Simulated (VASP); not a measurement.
Write the native input for VASP 6.6.1 that does the following.

```yaml
Task: relaxation of cell and atoms
Functional: PBEsol
Dispersion: D3(BJ)
Potentials_or_basis: VASP PAW PBE potentials, release 64 (Be)
Cutoff: 600 eV
k_mesh: 15 × 15 × 15
Occupations: fermi-dirac, width 0.1 eV
Spin: no spin polarisation
Dipole_correction: no
Further_INCAR_settings: ALGO = Normal; EDIFF = 1e-06; IBRION = 2; EDIFFG = -0.01; NSW = 80; ISIF = 3
```

The structure of Be lies in POSCAR:

```
Be
1.0
    2.1704690000      0.0000000000      0.0000000000
   -0.7234896440      2.0463378057      0.0000000000
   -0.7234896440     -1.0231688548      1.7721805522
Be
1
Direct
    0.0000000000      0.0000000000      0.0000000000
```

One way to write it, as run:

INCAR

```
ALGO     = Normal         # electronic algorithm
EDIFF    = 1E-6           # SCF threshold, eV
EDIFFG   = -0.01          # ionic threshold
ENCUT    = 600            # plane-wave cutoff, eV
GGA      = PS             # functional
IBRION   = 2              # ionic algorithm
ISIF     = 3              # what is computed and relaxed
ISMEAR   = -1             # smearing method
IVDW     = 12             # dispersion correction
LASPH    = T              # aspherical terms in the spheres
LCHARG   = F              # write CHGCAR
LREAL    = F              # projectors in reciprocal space
LWAVE    = F              # write WAVECAR
NELM     = 60             # most SCF steps
NSW      = 80             # ionic steps
PREC     = Accurate       # precision mode
SIGMA    = 0.1            # smearing width, eV
```

KPOINTS

```
k-points
0
Gamma
  15 15 15
```

Potentials or basis: VASP PAW PBE potentials, release 64 (Be).

Launch:

```console
$ cat potpaw_PBE.64/Be/POTCAR > POTCAR
$ mpirun -np 1 vasp_std > vasp.out
```

It gave:

The relaxed volume is 7.42 Å³/atom, the relaxed cell is a = 2.128 Å, b = 2.128 Å, c = 2.128 Å, α = 109.47°, β = 109.47°, γ = 109.47° and the space group after relaxing (to 0.05 Å) is Im-3m (No. 229). The energy gained by relaxing is 10.4 meV/atom. The ionic steps are 3 and the pressure after relaxing is 0.0 GPa. The band gap on the k mesh is zero (band 1 reaches 11.61 eV, above the bottom of band 2 at 6.98 eV). The dispersion energy per atom is -0.289 eV.

Caveat: the PAW data sets were made with another functional, which shifts forces and pressure a little; pairwise dispersion overbinds metals, which lowers pressure and volume.

It took 8.9 s on 1 thread of Intel(R) Xeon(R) Platinum 8488C (Sapphire Rapids), with other jobs on the host, peak memory 0.12 GiB.
